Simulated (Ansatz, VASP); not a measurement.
## Nb2WSe5 in VASP and in Ansatz

```
Nb W Se
1.0
     3.43000    0.00000    0.00000
    -1.71500    2.97047    0.00000
     0.00000    0.00000   16.80000
Nb W Se
2 1 5
Direct
  0.33333 0.66667 0.60000
  0.33333 0.66667 0.40000
  0.00000 0.00000 0.00000
  0.33333 0.66667 0.90000
  0.33333 0.66667 0.10000
  0.00000 0.00000 0.50000
  0.00000 0.00000 0.70000
  0.00000 0.00000 0.30000
```

Alike in both runs: task relaxation of cell and atoms; functional PBE; k mesh 4 × 4 × 1; occupations gaussian, width 0.15 eV; no spin polarisation.

|  | VASP | Ansatz |
| --- | --- | --- |
| version | VASP 6.6.1 | Ansatz 0.2.0 |
| potentials or method | VASP PAW PBE potentials, release 64 (Nb_sv, W_sv, Se), cutoff 600 eV | scalar-relativistic, plane waves, PAW |
| valence electrons in the cell | 70 | 120 |

```csv
,VASP,Ansatz,Ansatz less VASP
"gap on the k mesh at the Fermi level, each at its own relaxed structure (eV)",none,none,-
relaxed volume (Å³/atom),21.48,21.85,+0.365
relaxed length of the cell vector where the two differ most in proportion (Å),17.187,17.475,+0.2881
```

A gap of «none» marks a metal or a gap that the smearing closes. VASP's potentials hold 70 valence electrons a cell and Ansatz's 120, so a difference there can come from the potentials and not from the codes.

The k mesh is coarse, so the values compare programs but aren't converged. Neither program's run includes spin-orbit coupling.
